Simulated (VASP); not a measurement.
# WAu (F-43m) in VASP: a series of runs

Aim: see how the results for WAu move with the level of theory and the settings. Levels: BLYP, PBEsol. Tasks: relaxation of cell and atoms, single point.

All numbers are computed with VASP 6.6.1; they aren't measurements. Logs are shortened: lines on timing, memory, paths and dates and some standing lists are left out, and cuts for length are marked.

## 1. The cell of the first run

Symmetry: F-43m, No. 216, cubic system. Conventional cell: a = 5.496 Å, b = 5.496 Å, c = 5.496 Å, α = 90.00°, β = 90.00°, γ = 90.00°. W (site symmetry -43m) has 4 Au at 2.38 Å within 3.1 Å. Within 3.1 Å of Au (site symmetry -43m) lie 4 W at 2.38 Å.

## 2. Relaxation of cell and atoms, BLYP

File INCAR:

```
SYSTEM = WAu
  AGGAC = 1.0
  AGGAX = 1.0
  ALDAC = 0.0
  ALDAX = 1.0
  ALGO = Normal
  EDIFF = 1E-7
  EDIFFG = -0.01
  ENCUT = 600
  GGA = B5
  IBRION = 2
  ISIF = 3
  ISMEAR = -1
  LASPH = .TRUE.
  LCHARG = .FALSE.
  LREAL = .FALSE.
  LWAVE = .FALSE.
  NELM = 60
  NSW = 60
  PREC = Accurate
  SIGMA = 0.05
```

File KPOINTS:

```
k-points
0
G
  8 8 8
  0 0 0
```

File POSCAR:

```
WAu
1.0
    0.0000000000      2.7479792600      2.7479792600
    2.7479792600      0.0000000000      2.7479792600
    2.7479792600      2.7479792600      0.0000000000
W Au
1 1
Direct
    0.0000000000      0.0000000000      0.0000000000
    0.7500000000      0.7500000000      0.7500000000
```

Potentials or basis: VASP PAW PBE potentials, release 64 (W_sv, Au).

The run is started by

```sh
cat potpaw_PBE.64/W_sv/POTCAR potpaw_PBE.64/Au/POTCAR > POTCAR
mpirun -np 1 vasp_std > vasp.out
```

OUTCAR:

```text
SYSTEM = WAu
   EDIFF = 1E-7
   EDIFFG = -0.01
   ENCUT = 600
   GGA = B5
   IBRION = 2
   ISIF = 3
   ISMEAR = -1
   LASPH = .TRUE.
   LREAL = .FALSE.
   NELM = 60
   NSW = 60
   PREC = Accurate

 ion  position               nearest neighbor table
   1  0.000  0.000  0.000-   2 2.38   2 2.38   2 2.38   2 2.38
   2  0.750  0.750  0.750-   1 2.38   1 2.38   1 2.38   1 2.38

  LATTYP: Found a face centered cubic cell.
 ALAT       =     5.4959585200

  Lattice vectors:

 A1 = (   0.0000000000,   2.7479792600,   2.7479792600)
 A2 = (   2.7479792600,   0.0000000000,   2.7479792600)
 A3 = (   2.7479792600,   2.7479792600,   0.0000000000)

Analysis of symmetry for initial positions (statically):
=====================================================================
 Subroutine PRICEL returns:
 Original cell was already a primitive cell.

 Routine SETGRP: Setting up the symmetry group for a
 face centered cubic supercell.

 Subroutine GETGRP returns: Found 24 space group operations
 (whereof 24 operations were pure point group operations)
 out of a pool of 48 trial point group operations.

The static configuration has the point symmetry T_d .

Analysis of symmetry for dynamics (positions and initial velocities):
=====================================================================
 Subroutine PRICEL returns:
 Original cell was already a primitive cell.

 Routine SETGRP: Setting up the symmetry group for a
 face centered cubic supercell.

 Subroutine GETGRP returns: Found 24 space group operations
 (whereof 24 operations were pure point group operations)
 out of a pool of 48 trial point group operations.

The dynamic configuration has the point symmetry T_d .

 Subroutine INISYM returns: Found 24 space group operations
 (whereof 24 operations are pure point group operations),
 and found     1 'primitive' translations

----------------------------------------------------------------------------------------

                                     Primitive cell

  volume of cell :      41.5021

  direct lattice vectors                    reciprocal lattice vectors
     0.000000000  2.747979260  2.747979260    -0.181951883  0.181951883  0.181951883
     2.747979260  0.000000000  2.747979260     0.181951883 -0.181951883  0.181951883
     2.747979260  2.747979260  0.000000000     0.181951883  0.181951883 -0.181951883

  length of vectors
     3.886229539  3.886229539  3.886229539     0.315149905  0.315149905  0.315149905

  position of ions in fractional coordinates (direct lattice)
     0.000000000  0.000000000  0.000000000
     0.750000000  0.750000000  0.750000000

  ion indices of the primitive-cell ions
   primitive index   ion index
                 1           1
                 2           2
[... 30 lines left out ...]
  0.125000  0.000000  0.000000      8.000000
  0.250000  0.000000  0.000000      8.000000
  0.375000  0.000000  0.000000      8.000000
  0.500000  0.000000  0.000000      4.000000
  0.125000  0.125000  0.000000      6.000000
[... 16 lines left out ...]
  0.500000  0.250000  0.125000     48.000000
 -0.375000  0.250000  0.125000     24.000000
 [... further k-points ...]
   k-points           NKPTS =     29   k-points in BZ     NKDIM =     29   number of bands    NBANDS=     16
   number of dos      NEDOS =    301   number of ions     NIONS =      2
   total plane-waves  NPLWV =  32768
   dimension x,y,z NGX =    32 NGY =   32 NGZ =   32
   dimension x,y,z NGXF=    64 NGYF=   64 NGZF=   64
   ions per type =               1   1
   NGX,Y,Z   is equivalent  to a cutoff of  13.69, 13.69, 13.69 a.u.
   NGXF,Y,Z  is equivalent  to a cutoff of  27.38, 27.38, 27.38 a.u.
 SYSTEM =  WAu
   PREC   = accura    normal or accurate (medium, high low for compatibility)
   ISTART =      0    job   : 0-new  1-cont  2-samecut
   ICHARG =      2    charge: 1-file 2-atom 10-const
   ISPIN  =      1    spin polarized calculation?
   LNONCOLLINEAR =      F non collinear calculations
   LSORBIT =      F    spin-orbit coupling
   LASPH  =      T    aspherical Exc in radial PAW
   ENCUT  =  600.0 eV  44.10 Ry    6.64 a.u.   7.76  7.76  7.76*2*pi/ulx,y,z
   NELM   =     60;   NELMIN=  2; NELMDL= -5     # of ELM steps
   EDIFF  = 0.1E-06   stopping-criterion for ELM
   LREAL  =      F    real-space projection
   EDIFFG = -.1E-01   stopping-criterion for IOM
   NSW    =     60    number of steps for IOM
   IBRION =      2    ionic relax: 0-MD 1-quasi-New 2-CG
   NFREE  =      1    steps in history (QN), initial steepest desc. (CG)
   ISIF   =      3    stress and relaxation
   ISYM   =      2    0-nonsym 1-usesym 2-fastsym
   POTIM  = 0.5000    time-step for ionic-motion
   TEBEG  =    0.0;   TEEND  =   0.0 temperature during run
   PSTRESS=    0.0 pullay stress
   NELECT =      25.0000    total number of electrons
   NUPDOWN=      -1.0000    fix difference up-down
   EMIN   =  10.00;   EMAX   =-10.00  energy-range for DOS
   EFERMI =   0.00;   METHOD = LEGACY
   ISMEAR =    -1;   SIGMA  =   0.05  broadening in eV -4-tet -1-fermi 0-gaus
   EFERMI_NEDOS =   21; number of points for ismear=-14 and -15
   IALGO  =     38    algorithm
   IMIX   =      4    mixing-type and parameters
     AMIX     =   0.40;   BMIX     =  1.00
     AMIX_MAG =   1.60;   BMIX_MAG =  1.00
  volume/ion in A,a.u.               =      20.75       140.04
  Fermi-wavevector in a.u.,A,eV,Ry     =   1.382605  2.612744 26.008842  1.911596
  Thomas-Fermi vector in A             =   2.507280
   LORBIT       =      0    0 simple, 1 ext, 2 COOP (PROOUT), +10 PAW based schemes
   GGA     = B5    functional components
   LHFCALC =     F    Hartree Fock is set to
   AEXX    =    0.0000 exact exchange contribution
   IVDW    =     0    specifies the selected vdW correction
   LEPSILON=     F    determine dielectric tensor
   LRPA    =     F    only Hartree local field effects (RPA)
 conjugate gradient relaxation of ions
 non-spin polarized calculation
  energy-cutoff  :      600.00
  volume of cell :       41.50
 maximum number of plane-waves:      1411
   NGX = 15   NGY = 15   NGZ = 15

--------------------------------------- Ionic step        1  -------------------------------------------

 number of electron      25.0000000 magnetization

 Free energy of the ion-electron system (eV)
  ---------------------------------------------------
  ext. energy  EPLUGINS =         0.00000000
  ---------------------------------------------------
  free energy    TOTEN  =        -9.58033784 eV

  energy without entropy =       -9.56448305  energy(sigma->0) =       -9.57241044

 E-fermi :   8.2031     XC(G=0): -10.8732

 val. band max:        8.1837649176   @ k =   0.5000   0.2500   0.0000
 cond. band min:       8.2540511240   @ k =   0.3750   0.2500   0.0000
 fundamental gap:      0.0702862064
 Fermi energy:         8.2030575922
[... 1064 lines left out ...]
--------------------------------------- Ionic step        5  -------------------------------------------

 number of electron      25.0000002 magnetization

 Free energy of the ion-electron system (eV)
  ---------------------------------------------------
  ext. energy  EPLUGINS =         0.00000000
  ---------------------------------------------------
  free energy    TOTEN  =       -10.69585401 eV

  energy without entropy =      -10.67549704  energy(sigma->0) =      -10.68567552

 E-fermi :   5.6049     XC(G=0):  -9.7431

 val. band max:        5.5884030750   @ k =   0.5000   0.2500   0.0000
 cond. band min:       5.6295695931   @ k =   0.3750   0.2500   0.0000
 fundamental gap:      0.0411665181
 Fermi energy:         5.6048830212
[... 485 lines left out ...]
  FREE ENERGIE OF THE ION-ELECTRON SYSTEM (eV)
  ---------------------------------------------------
  free  energy   TOTEN  =       -10.6958540065 eV

  energy  without entropy=      -10.6754970424  energy(sigma->0) =      -10.68567552

 reached required accuracy - stopping structural energy minimisation
```

It took 2.7 min on 1 thread of Intel Xeon 6975P-C, shared host; peak memory 0.21 GiB.

What came out:

| Item | Value |
| --- | --- |
| Free energy | -10.6959 eV |
| Relaxed volume | 25.98 Å³/atom |
| Relaxed cell | a = 4.188 Å, b = 4.188 Å, c = 4.188 Å, α = 60.00°, β = 60.00°, γ = 60.00° |
| Space group after relaxing (to 0.05 Å) | F-43m (No. 216) |
| Energy gained by relaxing | 557.8 meV/atom |
| Ionic steps | 5 |
| Pressure after relaxing | 0.0 GPa |

Step by step:
```
step  energy change (eV)  largest force (eV/Å)  pressure (GPa)  volume (Å³)
   1              0.0000                0.0000           42.59        41.50
   2              1.2985                0.0000          -13.98        84.23
   3             -1.0912                0.0000           -3.72        53.99
   4             -1.1129                0.0000           -1.28        52.62
   5             -1.1155                0.0000            0.04        51.96
```

Final structure:
```
W Au
1.0
     0.00000    2.96170    2.96170
     2.96170    0.00000    2.96170
     2.96170    2.96170    0.00000
W Au
1 1
Cartesian
  0.0000 0.0000 0.0000
  4.4426 4.4426 4.4426
```

Caveat: the volume moved by over 15 % at a fixed basis, so the end points are rough; the PAW data sets were made with another functional, which shifts forces and pressure a little; spin-orbit coupling is left out, which moves the levels of the heavy elements.

## 3. Single point, PBEsol, non-collinear spin, zero start, spin-orbit coupling

File INCAR:

```
ALGO     = Normal         # electronic algorithm
EDIFF    = 1E-7           # SCF threshold, eV
ENCUT    = 520            # plane-wave cutoff, eV
GGA      = PS             # functional
GGA_COMPAT= False        
ISIF     = 2              # what is computed and relaxed
ISMEAR   = -1             # smearing method
LASPH    = True           # aspherical terms in the spheres
LCHARG   = True           # write CHGCAR
LMAXMIX  = 4              # l up to which the mixer works
LORBIT   = 11             # projections on sites
LORBMOM  = True         
LREAL    = False          # projectors in reciprocal space
LSORBIT  = True           # spin-orbit coupling
LVHAR    = True         
LWAVE    = False          # write WAVECAR
MAGMOM   = 0 0 0 0 0 0    # initial moments
NBANDS   = 37             # bands
NELM     = 150            # most SCF steps
PREC     = Accurate       # precision mode
SIGMA    = 0.05           # smearing width, eV
```

File KPOINTS:

```
k-points
0
Gamma
  6 6 6
```

POSCAR is that of step 2.

Potentials or basis: VASP PAW PBE potentials, release 64 (W_sv, Au).

The run is started by

```sh
cat potpaw_PBE.64/W_sv/POTCAR potpaw_PBE.64/Au/POTCAR > POTCAR
mpirun -np 1 vasp_ncl > vasp.out
```

Run time: 1.8 min. Hardware: 1 thread of Intel Xeon 6975P-C, shared host; peak memory 0.3 GiB.

The run converged. Its results:

- Free energy: -14.4759 eV
- Pressure: 26.3 GPa
- Net moment: 0.00 μB per cell
- Valence electrons inside the program's atomic spheres: W 12.18; Au 10.21

Moments on the atoms (μB; x, y, z):
```
W   0.00 0.00 0.00
Au  0.00 0.00 0.00
```

Caveat: the PAW data sets were made with another functional, which shifts forces and pressure a little.
